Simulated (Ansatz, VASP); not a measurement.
# AgRh: VASP beside Ansatz

File INCAR:

```
ALGO = Normal
EDIFF = 1E-6
ENCUT = 520
GGA = PE
ISIF = 2
ISMEAR = -1
LASPH = True
LCHARG = False
LREAL = False
LWAVE = False
NBANDS = 20
NELM = 100
PREC = Accurate
SIGMA = 0.05
```

KPOINTS

```
k-points
0
Gamma
  14 14 7
```

The input POSCAR:

```
AgRh
1.0
    2.7775881998      0.0000000000      0.0000000000
   -1.3887940999      2.4054619423      0.0000000000
    0.0000000000      0.0000000000      4.8086020000
Ag Rh
1 1
Direct
    0.0000000000      0.0000000000      0.5000000000
    0.6666666667      0.3333333333      0.0000000000
```

Input for Ansatz:

```yaml
crystal:
  lattice:
    - [2.7775881998, 0.0, 0.0]
    - [-1.3887940999, 2.4054619423, 0.0]
    - [0.0, 0.0, 4.808602]
  atoms:
    - { symbol: Ag, position: [0.0, 0.0, 0.5] }
    - { symbol: Rh, position: [0.6666666667, 0.3333333333, 0.0] }
kpoints:
  mp_grid: { grid: [14, 14, 7] }
scf:
  occupations: { method: fermi_dirac, width: 0.05 }
hamiltonian:
  xc: pbe
  pseudopotentials: { kind: paw }
output:
  forces: true
  stress: true
  eigenvalues: true
  write_density: true
  write_potential: true
  elf: true
  volumetric_format: npy
```

Alike in both runs: task single point; functional PBE; k mesh 14 × 14 × 7; occupations fermi-dirac, width 0.05 eV; no spin polarisation.

|  | VASP | Ansatz |
| --- | --- | --- |
| version | VASP 6.6.1 | Ansatz 0.2.0 |
| potentials or method | VASP PAW PBE potentials, release 64 (Ag, Rh_pv) | PAW with Ansatz's default frozen-core files, scalar-relativistic |
| plane-wave cutoff (eV) | 520 | 420 |
| valence electrons in the cell | 26 | 36 |

Ansatz gave:

```
pressure (GPa)                                                : -2.3
traceless stress, the component that is largest in VASP (GPa) : -0.54
```

Estimate VASP's values.

pressure (GPa): -2.4; traceless stress, the component that is largest in VASP (GPa): -0.50.

VASP's potentials hold 26 valence electrons a cell and Ansatz's 36, so a difference there can come from the potentials and not from the codes.
